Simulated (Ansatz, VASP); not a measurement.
# One calculation of Ga7As, two programs

The input INCAR:

```
SYSTEM = Ga7As
  PREC = Accurate
  ENCUT = 600
  EDIFF = 1E-7
  ISMEAR = 0
  SIGMA = 0.2
  LREAL = .FALSE.
  LASPH = .TRUE.
  NELM = 60
  ALGO = Fast
  ISIF = 3
  LWAVE = .FALSE.
  LCHARG = .FALSE.
  GGA = PE
  IBRION = 2
  NSW = 36
  EDIFFG = -0.08
```

Contents of KPOINTS:

```
Automatic mesh
0
G
  4 4 4
  0 0 0
```

File POSCAR:

```
Ga7As
1.0
   -3.4013452500      3.4013452500      3.4013452500
    3.4013452500     -3.4013452500      3.4013452500
    3.4013452500      3.4013452500     -3.4013452500
Ga As
7 1
Direct
    0.0000000000      0.5000000000      0.5000000000
    0.5000000000      0.5000000000      0.0000000000
    0.5000000000      0.0000000000      0.5000000000
    0.0000000000      0.0000000000      0.5000000000
    0.0000000000      0.5000000000      0.0000000000
    0.5000000000      0.0000000000      0.0000000000
    0.5000000000      0.5000000000      0.5000000000
    0.0000000000      0.0000000000      0.0000000000
```

Input for Ansatz:

```yaml
crystal:
  lattice:
    - [-3.40134525, 3.40134525, 3.40134525]
    - [3.40134525, -3.40134525, 3.40134525]
    - [3.40134525, 3.40134525, -3.40134525]
  atoms:
    - { symbol: Ga, position: [0.0, 0.5, 0.5] }
    - { symbol: Ga, position: [0.5, 0.5, 0.0] }
    - { symbol: Ga, position: [0.5, 0.0, 0.5] }
    - { symbol: Ga, position: [0.0, 0.0, 0.5] }
    - { symbol: Ga, position: [0.0, 0.5, 0.0] }
    - { symbol: Ga, position: [0.5, 0.0, 0.0] }
    - { symbol: Ga, position: [0.5, 0.5, 0.5] }
    - { symbol: As, position: [0.0, 0.0, 0.0] }
basis:
  ecutwfc: 420
kpoints:
  mp_grid: { grid: [4, 4, 4] }
hamiltonian:
  xc: pbe
scf:
  occupations: { method: gaussian, width: 0.2 }
  lower_state_search: "off"
output:
  forces: true
  stress: true
  eigenvalues: true
relax:
  adjacent_minimum: "off"
  f_tol: 0.08
  max_steps: 16
  cell: { stress_tol: 0.8 }
```

Change from the starting cell: species swapped into the Fe7Co type (Im-3m, No. 229).

Alike in both runs: task relaxation of cell and atoms; functional PBE; k mesh 4 × 4 × 4; occupations gaussian, width 0.2 eV; no spin polarisation.

|  | VASP | Ansatz |
| --- | --- | --- |
| version | VASP 6.6.1 | Ansatz 0.2.0 |
| potentials or method | VASP PAW PBE potentials, release 64 (Ga_d, As), cutoff 600 eV | scalar-relativistic, plane waves, PAW |
| valence electrons in the cell | 96 | 106 |

```csv
,VASP,Ansatz,Ansatz less VASP
"gap on the k mesh at the Fermi level, each at its own relaxed structure (eV)",none,none,-
relaxed volume (Å³/atom),19.68,19.68,0.000
relaxed cell length with the largest relative difference (Å),5.891,5.891,0.0000
```

A gap of «none» marks a metal or a gap that the smearing closes. VASP's potentials hold 96 valence electrons a cell and Ansatz's 106, so a difference there can come from the potentials and not from the codes.

Noted on VASP's run: the relaxation stopped at its first step, so nothing moved.
